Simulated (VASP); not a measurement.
# CuI (I-4m2) in VASP: a series of runs, part 2 of 2

VASP 6.6.1.

## (4) Single point, r2SCAN

This run uses another cell than the first one, of the same volume but with other edges.

POSCAR

```
CuI
1.0
    0.0000000000      3.4996111135      2.2747472238
    3.4996111135      0.0000000000      2.2747472238
    3.4996111135      3.4996111135      0.0000000000
Cu I
1 1
Direct
    0.7500000000      0.7500000000      0.7500000000
    0.0000000000      0.0000000000      0.0000000000
```

INCAR.step1

```
PREC = Accurate ; ENCUT = 520
ISMEAR = 0 ; SIGMA = 0.05
LREAL = F ; LASPH = T
NELM = 100 ; NBANDS = 16
GGA = PE ; ALGO = Normal
EDIFF = 1E-4 ; LWAVE = T
LCHARG = F
```

INCAR.step2

```
PREC = Accurate ; ENCUT = 520
EDIFF = 1E-6 ; ISMEAR = 0
SIGMA = 0.05 ; LREAL = F
LASPH = T ; NELM = 100
ALGO = Normal ; ISIF = 2
LWAVE = F ; LCHARG = T
METAGGA = R2SCAN ; LMIXTAU = T
LELF = T ; LVHAR = T
NBANDS = 16 ; ISTART = 1
```

KPOINTS

```
regular mesh
0
Gamma
  8 8 8
```

Potentials or basis: VASP PAW PBE potentials, release 64 (Cu, I).

Command:

```bash
> cat potpaw_PBE.64/Cu/POTCAR potpaw_PBE.64/I/POTCAR > POTCAR
> cp INCAR.step1 INCAR
> mpirun -np 1 vasp_std > vasp.out
> cp INCAR.step2 INCAR
> mpirun -np 1 vasp_std > vasp.out
```

OUTCAR:

```text
PREC = Accurate
   ENCUT = 520
   EDIFF = 1E-6
   ISMEAR = 0
   LREAL = F
   LASPH = T
   NELM = 100
   ISIF = 2
   METAGGA = R2SCAN
   ISTART = 1

 ion  position               nearest neighbor table
   1  0.750  0.750  0.750-   2 2.72   2 2.72   2 2.72   2 2.72
   2  0.000  0.000  0.000-   1 2.72   1 2.72   1 2.72   1 2.72

  LATTYP: Found a body centered tetragonal cell.
 ALAT       =     4.9491974997
 C/A-ratio  =     0.9192388156

  Lattice vectors:

 A1 = (   0.0000000000,  -3.4996111135,  -2.2747472238)
 A2 = (   0.0000000000,   3.4996111135,  -2.2747472238)
 A3 = (   3.4996111135,   0.0000000000,   2.2747472238)

Analysis of symmetry for initial positions (statically):
=====================================================================
 Subroutine PRICEL returns:
 Original cell was already a primitive cell.

 Routine SETGRP: Setting up the symmetry group for a
 body centered tetragonal supercell.

 Subroutine GETGRP returns: Found  8 space group operations
 (whereof  8 operations were pure point group operations)
 out of a pool of 16 trial point group operations.

The static configuration has the point symmetry D_2d.

Analysis of symmetry for dynamics (positions and initial velocities):
=====================================================================
 Subroutine PRICEL returns:
 Original cell was already a primitive cell.

 Routine SETGRP: Setting up the symmetry group for a
 body centered tetragonal supercell.

 Subroutine GETGRP returns: Found  8 space group operations
 (whereof  8 operations were pure point group operations)
 out of a pool of 16 trial point group operations.

The dynamic configuration has the point symmetry D_2d.

 Subroutine INISYM returns: Found  8 space group operations
 (whereof  8 operations are pure point group operations),
[... 105 lines left out ...]
   TEBEG  =    0.0;   TEEND  =   0.0 temperature during run
   PSTRESS=    0.0 pullay stress
   NELECT =      18.0000    total number of electrons
   NUPDOWN=      -1.0000    fix difference up-down
   EMIN   =  10.00;   EMAX   =-10.00  energy-range for DOS
   EFERMI =   0.00;   METHOD = LEGACY
   ISMEAR =     0;   SIGMA  =   0.05  broadening in eV -4-tet -1-fermi 0-gaus
   EFERMI_NEDOS =   21; number of points for ismear=-14 and -15
   IALGO  =     38    algorithm
   IMIX   =      4    mixing-type and parameters
     AMIX     =   0.40;   BMIX     =  1.00
     AMIX_MAG =   1.60;   BMIX_MAG =  1.00
  volume/ion in A,a.u.               =      27.86       188.00
  Fermi-wavevector in a.u.,A,eV,Ry     =   1.123306  2.122741 17.168055  1.261816
  Thomas-Fermi vector in A             =   2.259971
   LORBIT       =      0    0 simple, 1 ext, 2 COOP (PROOUT), +10 PAW based schemes
   METAGGA = R2SCAN    functional components
   LHFCALC =     F    Hartree Fock is set to
   AEXX    =    0.0000 exact exchange contribution
   IVDW    =     0    specifies the selected vdW correction
   LEPSILON=     F    determine dielectric tensor
   LRPA    =     F    only Hartree local field effects (RPA)
 non-spin polarized calculation
 Gauss-broadening in eV      SIGMA  =   0.05
  energy-cutoff  :      520.00
  volume of cell :       55.72
 maximum number of plane-waves:      1532
   NGX = 15   NGY = 15   NGZ = 19

 number of electron      18.0000001 magnetization

 Free energy of the ion-electron system (eV)
  ---------------------------------------------------
  ext. energy  EPLUGINS =         0.00000000
  ---------------------------------------------------
  free energy    TOTEN  =       -35.53301616 eV

  energy without entropy =      -35.53301616  energy(sigma->0) =      -35.53301616

 E-fermi :   4.3317     XC(G=0):  -9.5198

 val. band max:        4.0646467539   @ k =   0.1250   0.0000   0.1250
 cond. band min:       5.3793746806   @ k =   0.5000   0.5000   0.0000
 fundamental gap:      1.3147279267
 Fermi energy:         4.3317235346

 k-point     1 :       0.0000    0.0000    0.0000
  band No.  band energies     occupation
      1     -10.0322      2.00000
      2       0.9170      2.00000
      3       0.9170      2.00000
      4       1.2247      2.00000
      5       2.4520      2.00000
      6       2.6094      2.00000
[... 433 lines left out ...]
      3       0.4603      2.00000
      4       1.1438      2.00000
      5       2.5391      2.00000
      6       2.6030      2.00000
[... 8 lines left out ...]
     15      13.9850      0.00000
     16      15.2551      0.00000

 [... further k-points ...]
[... 5 lines left out ...]
  --------------------------------------------------------------------------------------
  -------------------------------------------------------------------------------------
  Total       -1.4745345     -1.4745345      0.0974912      0.0000000     -0.0000000      0.0000000
  in kB      -42.3997035    -42.3997035      2.8033253      0.0000000     -0.0000000      0.0000000
  external PRESSURE =     -27.3320273 kB  Pullay stress =       0.0000000 kB

 VOLUME and BASIS-vectors are now :
 -----------------------------------------------------------------------------
  energy-cutoff  :      520.00
  volume of cell :       55.72
      direct lattice vectors                 reciprocal lattice vectors
     0.000000000  3.499611113  2.274747224    -0.142873018  0.142873018  0.219804642
     3.499611113  0.000000000  2.274747224     0.142873018 -0.142873018  0.219804642
     3.499611113  3.499611113  0.000000000     0.142873018  0.142873018 -0.219804642

 POSITION                                       TOTAL-FORCE (eV/Angst)
 -----------------------------------------------------------------------------------
      5.24942      5.24942      3.41212        -0.000000     -0.000000      0.000000
      0.00000      0.00000      0.00000         0.000000      0.000000      0.000000
 -----------------------------------------------------------------------------------
    total drift:                                0.000268      0.000268     -0.000575

  FREE ENERGIE OF THE ION-ELECTRON SYSTEM (eV)
  ---------------------------------------------------
  free  energy   TOTEN  =       -35.5330161554 eV

  energy  without entropy=      -35.5330161554  energy(sigma->0) =      -35.53301616
```

OUTCAR.step1:

```text
PREC = Accurate
   ENCUT = 520
   ISMEAR = 0
   LREAL = F
   LASPH = T
[... 677 lines left out ...]
 -----------------------------------------------------------------------------------
      5.24942      5.24942      3.41212         0.000000      0.000000     -0.000000
      0.00000      0.00000      0.00000        -0.000000     -0.000000      0.000000
 -----------------------------------------------------------------------------------
    total drift:                               -0.000003     -0.000003     -0.000001

  FREE ENERGIE OF THE ION-ELECTRON SYSTEM (eV)
  ---------------------------------------------------
  free  energy   TOTEN  =        -5.3107544510 eV

  energy  without entropy=       -5.3107544510  energy(sigma->0) =       -5.31075445
```

OSZICAR.step1:

```text
N       E                     dE             d eps       ncg     rms          rms(c)
DAV:   1     0.916387637125E+02    0.91639E+02   -0.74190E+03  1888   0.117E+03
DAV:   2     0.375707384835E+00   -0.91263E+02   -0.83132E+02  2040   0.226E+02
DAV:   3    -0.533210052800E+01   -0.57078E+01   -0.56154E+01  2480   0.592E+01
DAV:   4    -0.548835388969E+01   -0.15625E+00   -0.15619E+00  2248   0.929E+00
DAV:   5    -0.549703617795E+01   -0.86823E-02   -0.86821E-02  2928   0.243E+00    0.507E+00
DAV:   6    -0.542818075385E+01    0.68855E-01   -0.22996E+00  1976   0.384E+01    0.329E+00
DAV:   7    -0.531166418694E+01    0.11652E+00   -0.56395E-01  2088   0.233E+01    0.167E+00
DAV:   8    -0.531235514731E+01   -0.69096E-03   -0.28009E-02  3040   0.208E+00    0.416E-01
DAV:   9    -0.531067115147E+01    0.16840E-02   -0.73887E-03  2344   0.241E+00    0.779E-02
DAV:  10    -0.531075445097E+01   -0.83300E-04   -0.36263E-04  2432   0.199E-01
   1 F= -.53107545E+01 E0= -.53107545E+01  d E =-.243073E-14
```

Run time: 2 min. Hardware: 1 thread of Intel Xeon Platinum 8559C (Emerald Rapids), shared host; peak memory 0.23 GiB.

What came out:

- Free energy: -35.5330 eV
- Pressure: -2.7 GPa
- Band gap on the k mesh: 1.31 eV, indirect (least direct gap 1.43 eV)

Caveat: the PAW data sets were made with another functional, which shifts forces and pressure a little; spin-orbit coupling is left out, which moves the levels of the heavy elements.

## (5) Overview

```tsv
cell	gap on the mesh (eV)	pressure (GPa)
a = 4.235, b = 4.235, c = 4.408 Å, angles 58.6, 58.6, 62.7°, 2 atoms	1.55	-0.9
a = 4.366, b = 4.366, c = 4.153 Å, angles 61.6, 61.6, 56.8°, 2 atoms	1.55	-0.9
a = 4.174, b = 4.174, c = 4.949 Å, angles 53.6, 53.6, 72.7°, 2 atoms	1.31	-2.7
```

Alike in all rows: task single point; level r2SCAN; potentials or basis VASP PAW PBE potentials, release 64 (Cu, I); no spin polarisation; k mesh 8 × 8 × 8; cutoff (eV) 520; smearing gaussian 0.05 eV.

Caveats: the PAW data sets were made with another functional, which shifts forces and pressure a little; spin-orbit coupling is left out, which moves the levels of the heavy elements.

Total energies depend on the potentials used, so only differences within one code and one set of settings carry meaning.
